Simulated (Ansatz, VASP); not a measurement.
**One calculation of BaTe, two programs**

```
Ba Te
1.0
     0.00000    3.53239    3.53239
     3.53239    0.00000    3.53239
     3.53239    3.53239    0.00000
Ba Te
1 1
Cartesian
  0.0000 0.0000 0.0000
  3.5324 3.5324 3.5324
```

Alike in both runs: task single point; functional r2SCAN; k mesh 6 × 6 × 6; no spin polarisation.

|  | VASP | Ansatz |
| --- | --- | --- |
| version | VASP 6.6.1 | Ansatz 0.2.0 |
| potentials or method | VASP PAW PBE potentials, release 64 (Ba_sv, Te) | plane waves, PAW |
| plane-wave cutoff (eV) | 520 | 500 |
| occupations | gaussian, width 0.01 eV | fixed |
| valence electrons in the cell | 16 | 26 |

|  | VASP | Ansatz | Ansatz less VASP |
| --- | --- | --- | --- |
| gap on the k mesh at the Fermi level (eV) | 1.93 | 2.00 | +0.072 |
| pressure (GPa) | 0.3 | 0.0 | -0.32 |

VASP's potentials were made for PBE, not for r2SCAN. VASP's potentials hold 16 valence electrons a cell and Ansatz's 26, so a difference there can come from the potentials and not from the codes.

Spin-orbit coupling is off throughout.
